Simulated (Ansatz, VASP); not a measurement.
**Mg2BeSeO2 in VASP and in Ansatz**

```
Mg Be Se O
1.0
     2.63263   -6.20079    0.00000
     2.63263    6.20079    0.00000
     0.00000    0.00000    2.86422
Mg Be Se O
2 1 1 2
Direct
  0.77924 0.22076 0.00000
  0.22076 0.77924 0.00000
  0.50000 0.50000 0.50000
  0.00000 0.00000 0.00000
  0.50000 0.00000 0.50000
  0.00000 0.50000 0.50000
```

Change from the starting cell: species swapped into the CeAlCu2Ni2 type (Cmmm, No. 65).

Alike in both runs: functional PBE; k mesh 4 × 4 × 4; occupations gaussian, width 0.1 eV; collinear spin.

Ansatz relaxed the structure, and its values are those at the end. VASP's run is a single point on that final structure, the one shown.

|  | VASP | Ansatz |
| --- | --- | --- |
| version | VASP 6.6.1 | Ansatz 0.2.0 |
| potentials or method | VASP PAW PBE potentials, release 64 (Mg, Be, Se, O), cutoff 520 eV | scalar-relativistic, plane waves, PAW |
| valence electrons in the cell | 24 | 50 |

```csv
,VASP,Ansatz,Ansatz less VASP
gap on the k mesh at the Fermi level (eV),none,none,-
pressure (GPa),-0.2,0.0,+0.19
rms of the force components (eV/Å),0.008,0.006,-0.0020
net moment per atom (μB),0.02,0.02,0.000
size of the moment on the site where the two differ most (μB),0.07,0.08,+0.004
```

Site moments also hang on the region over which each program counts them. A gap of «none» marks a metal or a gap that the smearing closes. VASP's potentials hold 24 valence electrons a cell and Ansatz's 50, so a difference there can come from the potentials and not from the codes. Ansatz's warnings: seeded moment not kept.

The k mesh is coarse, so the values compare programs but aren't converged.
